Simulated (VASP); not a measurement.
# Br (Cc) in VASP: single point with PBE

Aim: the single point of Br with PBE.

All numbers are computed with VASP 6.6.1; they aren't measurements. Logs are shortened: lines on timing, memory, paths and dates and some standing lists are left out, and cuts for length are marked.

## (1) The cell of the first run

Symmetry: Cc, No. 9, monoclinic system. Conventional cell: a = 7.241 Å, b = 4.341 Å, c = 8.906 Å, α = 90.00°, β = 95.10°, γ = 90.00°. Within 3.3 Å of Br (site symmetry 1) lie 2 Br at 2.43 to 3.22 Å. Within 3.3 Å of Br (site symmetry 1) lie 2 Br at 2.43 to 3.22 Å.

## (2) Single point, PBE (strained and its atoms moved)

INCAR

```
SYSTEM = Br
ALGO = Normal ; EDIFF = 1E-6
ENCUT = 520 ; GGA = PE
ISIF = 2 ; ISMEAR = 0
LASPH = .TRUE. ; LCHARG = .FALSE.
LREAL = .FALSE. ; LWAVE = .FALSE.
NBANDS = 22 ; NELM = 60
PREC = Accurate ; SIGMA = 0.02
```

KPOINTS

```
k-points
0
G
  8 8 4
  0 0 0
```

POSCAR

```
Br
1.0
    3.6170076000     -2.1703808000      0.1561447000
    3.6170076000      2.1703808000      0.1561447000
    0.4082704000      0.0000000000      8.8961440000
Br
4
Direct
    0.1051704669      0.8309858388      0.1127850167
    0.7075099247      0.3563337696      0.3872149833
    0.8563337696      0.2075099247      0.8872149833
    0.3309858388      0.6051704669      0.6127850167
```

Potentials or basis: VASP PAW PBE potentials, release 64 (Br).

Launch:

```bash
> cat potpaw_PBE.64/Br/POTCAR > POTCAR
> mpirun -np 1 vasp_std > vasp.out
```

OUTCAR:

```text
SYSTEM = Br
   EDIFF = 1E-6
   ENCUT = 520
   GGA = PE
   ISIF = 2
   ISMEAR = 0
   LASPH = .TRUE.
   LREAL = .FALSE.
   NELM = 60
   PREC = Accurate

 ion  position               nearest neighbor table
   1  0.105  0.831  0.113-   3 2.43
   2  0.708  0.356  0.387-   4 2.43
   3  0.856  0.208  0.887-   1 2.43
   4  0.331  0.605  0.613-   2 2.43

  LATTYP: Found a base centered monoclinic cell.
 ALAT       =     7.2407527636
 B/A-ratio  =     0.5994903764
 C/A-ratio  =     1.2299145865
 COS(beta)  =    -0.0888861141

  Lattice vectors:

 A1 = (  -3.6170076000,   2.1703808000,  -0.1561447000)
 A2 = (  -3.6170076000,  -2.1703808000,  -0.1561447000)
 A3 = (   0.4082704000,   0.0000000000,   8.8961440000)

Analysis of symmetry for initial positions (statically):
=====================================================================
 Subroutine PRICEL returns:
 Original cell was already a primitive cell.

 Routine SETGRP: Setting up the symmetry group for a
 base centered monoclinic supercell.

 Subroutine GETGRP returns: Found  2 space group operations
 (whereof  1 operations were pure point group operations)
 out of a pool of  4 trial point group operations.

The static configuration has the point symmetry C_1 .
 The point group associated with its full space group is C_1h.

Analysis of symmetry for dynamics (positions and initial velocities):
=====================================================================
 Subroutine PRICEL returns:
 Original cell was already a primitive cell.

 Routine SETGRP: Setting up the symmetry group for a
 base centered monoclinic supercell.

 Subroutine GETGRP returns: Found  2 space group operations
 (whereof  1 operations were pure point group operations)
 out of a pool of  4 trial point group operations.

The dynamic configuration has the point symmetry C_1 .
 The point group associated with its full space group is C_1h.

 Subroutine INISYM returns: Found  2 space group operations
 (whereof  1 operations are pure point group operations),
 and found     1 'primitive' translations

----------------------------------------------------------------------------------------

                                     Primitive cell

  volume of cell :     139.3978

  direct lattice vectors                    reciprocal lattice vectors
     3.617007600 -2.170380800  0.156144700     0.138510230 -0.230374320 -0.006356645
     3.617007600  2.170380800  0.156144700     0.138510230  0.230374320 -0.006356645
     0.408270400  0.000000000  8.896144000    -0.004862250  0.000000000  0.112631395

  length of vectors
     4.221099142  4.221099142  8.905507441     0.268882536  0.268882536  0.112736297

  position of ions in fractional coordinates (direct lattice)
     0.105170467  0.830985839  0.112785017
     0.707509925  0.356333770  0.387214983
     0.856333770  0.207509925  0.887214983
     0.330985839  0.605170467  0.612785017

  ion indices of the primitive-cell ions
   primitive index   ion index
                 1           1
                 2           2
                 3           3
                 4           4

----------------------------------------------------------------------------------------

 KPOINTS: k-points

Automatic generation of k-mesh.
 Grid dimensions read from file:
 generate k-points for:    8    8    4

 Generating k-lattice:

  Cartesian coordinates                     Fractional coordinates (reciprocal lattice)
     0.017313779 -0.028796790 -0.000794581     0.125000000 -0.000000000 -0.000000000
     0.017313779  0.028796790 -0.000794581    -0.000000000  0.125000000 -0.000000000
    -0.001215563  0.000000000  0.028157849     0.000000000  0.000000000  0.250000000

  Length of vectors
     0.033610317  0.033610317  0.028184074

  Shift w.r.t. Gamma in fractional coordinates (k-lattice)
     0.000000000  0.000000000  0.000000000

 Subroutine IBZKPT returns following result:
 ===========================================

 Found     78 irreducible k-points:

 Following reciprocal coordinates:
            Coordinates               Weight
  0.000000  0.000000  0.000000      1.000000
  0.125000  0.000000  0.000000      4.000000
  0.250000  0.000000  0.000000      4.000000
  0.375000  0.000000  0.000000      4.000000
  0.500000  0.000000  0.000000      2.000000
  0.125000  0.125000  0.000000      2.000000
[... 16 lines left out ...]
  0.125000  0.000000  0.250000      4.000000
  0.250000  0.000000  0.250000      4.000000
 [... further k-points ...]
   k-points           NKPTS =     78   k-points in BZ     NKDIM =     78   number of bands    NBANDS=     22
   number of dos      NEDOS =    301   number of ions     NIONS =      4
   total plane-waves  NPLWV =  71680
   dimension x,y,z NGX =    32 NGY =   32 NGZ =   70
   dimension x,y,z NGXF=    64 NGYF=   64 NGZF=  140
   ions per type =               4
   NGX,Y,Z   is equivalent  to a cutoff of  12.60, 12.60, 13.07 a.u.
   NGXF,Y,Z  is equivalent  to a cutoff of  25.21, 25.21, 26.13 a.u.
 SYSTEM =  Br
   PREC   = accura    normal or accurate (medium, high low for compatibility)
   ISTART =      0    job   : 0-new  1-cont  2-samecut
   ICHARG =      2    charge: 1-file 2-atom 10-const
   ISPIN  =      1    spin polarized calculation?
   LNONCOLLINEAR =      F non collinear calculations
   LSORBIT =      F    spin-orbit coupling
   LASPH  =      T    aspherical Exc in radial PAW
   ENCUT  =  520.0 eV  38.22 Ry    6.18 a.u.   7.85  7.85 16.56*2*pi/ulx,y,z
   NELM   =     60;   NELMIN=  2; NELMDL= -5     # of ELM steps
   EDIFF  = 0.1E-05   stopping-criterion for ELM
   LREAL  =      F    real-space projection
   EDIFFG = 0.1E-04   stopping-criterion for IOM
   NSW    =      0    number of steps for IOM
   IBRION =     -1    ionic relax: 0-MD 1-quasi-New 2-CG
   NFREE  =      0    steps in history (QN), initial steepest desc. (CG)
   ISIF   =      2    stress and relaxation
   ISYM   =      2    0-nonsym 1-usesym 2-fastsym
   POTIM  = 0.5000    time-step for ionic-motion
   TEBEG  =    0.0;   TEEND  =   0.0 temperature during run
   PSTRESS=    0.0 pullay stress
   NELECT =      28.0000    total number of electrons
   NUPDOWN=      -1.0000    fix difference up-down
   EMIN   =  10.00;   EMAX   =-10.00  energy-range for DOS
   EFERMI =   0.00;   METHOD = LEGACY
   ISMEAR =     0;   SIGMA  =   0.02  broadening in eV -4-tet -1-fermi 0-gaus
   EFERMI_NEDOS =   21; number of points for ismear=-14 and -15
   IALGO  =     38    algorithm
   IMIX   =      4    mixing-type and parameters
     AMIX     =   0.40;   BMIX     =  1.00
     AMIX_MAG =   1.60;   BMIX_MAG =  1.00
  volume/ion in A,a.u.               =      34.85       235.18
  Fermi-wavevector in a.u.,A,eV,Ry     =   0.958758  1.811789 12.506698  0.919216
  Thomas-Fermi vector in A             =   2.087893
   LORBIT       =      0    0 simple, 1 ext, 2 COOP (PROOUT), +10 PAW based schemes
   GGA     = PE    functional components
   LHFCALC =     F    Hartree Fock is set to
   AEXX    =    0.0000 exact exchange contribution
   IVDW    =     0    specifies the selected vdW correction
   LEPSILON=     F    determine dielectric tensor
   LRPA    =     F    only Hartree local field effects (RPA)
 non-spin polarized calculation
 Gauss-broadening in eV      SIGMA  =   0.02
  energy-cutoff  :      520.00
  volume of cell :      139.40
 maximum number of plane-waves:      3772
   NGX = 15   NGY = 15   NGZ = 33

 number of electron      27.9999999 magnetization

 Free energy of the ion-electron system (eV)
  ---------------------------------------------------
  ext. energy  EPLUGINS =         0.00000000
  ---------------------------------------------------
  free energy    TOTEN  =        -6.26749001 eV

  energy without entropy =       -6.26749001  energy(sigma->0) =       -6.26749001

 E-fermi :  -0.1755     XC(G=0):  -7.7787

 val. band max:       -0.3289113316   @ k =   0.5000   0.0000   0.5000
 cond. band min:       0.6332107340   @ k =   0.1250   0.0000   0.0000
 fundamental gap:      0.9621220657
 Fermi energy:        -0.1755109442

 k-point     1 :       0.0000    0.0000    0.0000
  band No.  band energies     occupation
      1     -15.9284      2.00000
      2     -15.5177      2.00000
      3     -13.8540      2.00000
      4     -13.1356      2.00000
      5      -5.0548      2.00000
      6      -4.0617      2.00000
[... 14 lines left out ...]
     21       9.0725      0.00000
     22       9.5396      0.00000

 k-point     2 :       0.1250    0.0000    0.0000
  band No.  band energies     occupation
      1     -15.8870      2.00000
      2     -15.5018      2.00000
      3     -13.8341      2.00000
      4     -13.1722      2.00000
      5      -5.0626      2.00000
      6      -4.1439      2.00000
[... 14 lines left out ...]
     21       8.8298      0.00000
     22       9.0610      0.00000

 k-point     3 :       0.2500    0.0000    0.0000
  band No.  band energies     occupation
      1     -15.7772      2.00000
      2     -15.4682      2.00000
      3     -13.7795      2.00000
      4     -13.2720      2.00000
      5      -5.0957      2.00000
      6      -4.3890      2.00000
[... 14 lines left out ...]
     21       8.5606      0.00000
     22       9.0389      0.00000

 k-point     4 :       0.3750    0.0000    0.0000
  band No.  band energies     occupation
      1     -15.6418      2.00000
      2     -15.4521      2.00000
      3     -13.7021      2.00000
      4     -13.4024      2.00000
      5      -5.1231      2.00000
      6      -4.7191      2.00000
[... 14 lines left out ...]
     21       8.8617      0.00000
     22       9.9888      0.00000

 k-point     5 :       0.5000    0.0000    0.0000
  band No.  band energies     occupation
      1     -15.5617      2.00000
      2     -15.4667      2.00000
      3     -13.6431      2.00000
      4     -13.4859      2.00000
      5      -5.0930      2.00000
      6      -4.9138      2.00000
[... 417 lines left out ...]
 k-point    22 :      -0.0000   -0.0000    0.2500
  band No.  band energies     occupation
      1     -15.8805      2.00000
      2     -15.5952      2.00000
      3     -13.7340      2.00000
      4     -13.2313      2.00000
      5      -4.9381      2.00000
      6      -4.2581      2.00000
[... 14 lines left out ...]
     21       8.9992      0.00000
     22       9.2262      0.00000

 k-point    23 :       0.1250    0.0000    0.2500
  band No.  band energies     occupation
      1     -15.8461      2.00000
      2     -15.5667      2.00000
      3     -13.7360      2.00000
      4     -13.2500      2.00000
      5      -4.9860      2.00000
      6      -4.2970      2.00000
[... 14 lines left out ...]
     21       8.8971      0.00000
     22       9.0477      0.00000

 k-point    24 :       0.2500    0.0000    0.2500
  band No.  band energies     occupation
      1     -15.7483      2.00000
      2     -15.5105      2.00000
      3     -13.7191      2.00000
      4     -13.3205      2.00000
      5      -5.0581      2.00000
      6      -4.4491      2.00000
[... 14 lines left out ...]
     21       8.6823      0.00000
     22       8.9680      0.00000

 [... further k-points ...]
[... 5 lines left out ...]
  --------------------------------------------------------------------------------------
  -------------------------------------------------------------------------------------
  Total        0.3942282     -0.8027572     -2.1421670      0.0000000      0.0000000      0.1385212
  in kB        4.5310871     -9.2265411    -24.6211321      0.0000000      0.0000000      1.5921026
  external PRESSURE =      -9.7721954 kB  Pullay stress =       0.0000000 kB

 VOLUME and BASIS-vectors are now :
 -----------------------------------------------------------------------------
  energy-cutoff  :      520.00
  volume of cell :      139.40
      direct lattice vectors                 reciprocal lattice vectors
     3.617007600 -2.170380800  0.156144700     0.138510230 -0.230374320 -0.006356645
     3.617007600  2.170380800  0.156144700     0.138510230  0.230374320 -0.006356645
     0.408270400  0.000000000  8.896144000    -0.004862250  0.000000000  0.112631395

 POSITION                                       TOTAL-FORCE (eV/Angst)
 -----------------------------------------------------------------------------------
      3.43213      1.57530      1.14953         0.417291      0.534054     -0.276849
      4.00602     -0.76219      3.61083        -0.417291      0.448573      0.276849
      4.21015     -1.40819      8.05891        -0.417291     -0.448573      0.276849
      3.63627      0.59509      5.59760         0.417291     -0.534054     -0.276849
 -----------------------------------------------------------------------------------
    total drift:                                0.000016      0.000000      0.000086

  FREE ENERGIE OF THE ION-ELECTRON SYSTEM (eV)
  ---------------------------------------------------
  free  energy   TOTEN  =        -6.2674900116 eV

  energy  without entropy=       -6.2674900116  energy(sigma->0) =       -6.26749001
```

Wall time 2.1 min (1 thread of AMD EPYC 9R45 (Zen 5), shared host); peak memory 0.31 GiB.

What came out:

- Free energy: -6.2675 eV
- Pressure: -1.0 GPa
- Largest force: 0.732 eV/Å
- Band gap on the k mesh: 0.96 eV (least direct gap 1.17 eV)

Forces in eV/Å, atoms in the order of the input:
```
Br   0.417  0.534 -0.277
Br  -0.417  0.449  0.277
Br  -0.417 -0.449  0.277
Br   0.417 -0.534 -0.277
```

Levels at points of the mesh, in eV from the valence-band top:
```
           k point  band 11  band 12  band 13  band 14  band 15  band 16  band 17  band 18
(0.00, 0.00, 0.00)    -1.27    -1.01    -0.45    -0.37     0.99     1.78     5.78     6.80
(0.50, 0.00, 0.00)    -1.13    -1.03    -0.80    -0.35     1.55     1.70     7.08     7.27
(0.50, 0.50, 0.00)    -1.76    -1.02    -0.93    -0.46     1.20     1.39     7.04     7.82
(0.00, 0.00, 0.50)    -1.29    -1.29    -0.41    -0.41     1.26     1.26     6.45     6.45
(0.50, 0.00, 0.50)    -1.24    -0.87    -0.19     0.00     1.17     1.50     6.85     7.72
(0.50, 0.50, 0.50)    -1.32    -1.32    -0.91    -0.91     1.32     1.32     7.66     7.66
```

Caveat: the cell differs from its parent crystal (strained and its atoms moved); this functional lacks dispersion, which holds the molecules together, so the pressure and a relaxed volume are unreliable. A k mesh can miss the band edges.
